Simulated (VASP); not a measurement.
## InP: single point with PBE

Crystal: InP.

```
In P
1.0
     0.00000    2.93050    2.89143
     2.93050    0.00000    2.89143
     2.93050    2.93050    0.00000
In P
1 1
Direct
  0.00000 0.00000 0.00000
  0.25000 0.25000 0.25000
```

```json
{"Program": "VASP 6.6.1", "Task": "single point", "Functional": "PBE", "Potentials or basis": "VASP PAW PBE potentials, release 64 (In_d, P)", "Cutoff": "520 eV", "k mesh": "6 × 6 × 6", "Occupations": "fermi-dirac, width 0.05 eV", "Spin": "no spin polarisation"}
```

- Pressure: 4.3 GPa
- Band gap on the k mesh: 0.74 eV, direct

Stress tensor (GPa, compression positive):
```
4.14 0.00 0.00
0.00 4.14 0.00
0.00 0.00 4.65
```

Levels at points of the mesh, in eV from the valence-band top:
```tsv
k point	band 5	band 6	band 7	band 8	band 9	band 10	band 11	band 12	band 13	band 14
(0.00, 0.00, 0.00)	-14.10	-11.65	-0.06	-0.06	0.00	0.74	4.03	4.05	4.05	8.60
(0.50, 0.00, 0.00)	-14.09	-9.88	-5.85	-1.08	-0.99	1.49	4.72	4.82	7.09	9.50
(0.50, 0.50, 0.00)	-14.06	-9.18	-5.80	-2.46	-2.46	1.65	2.14	9.34	9.63	9.63
(0.50, 0.00, 0.50)	-14.07	-9.23	-5.88	-2.39	-2.38	1.72	2.26	9.21	9.60	9.67
```

Wall time 41 s on 1 thread of AMD EPYC 7R13, with other jobs on the host, peak memory 0.18 GiB.

Caveat: spin-orbit coupling is left out, which moves the levels of the heavy elements.
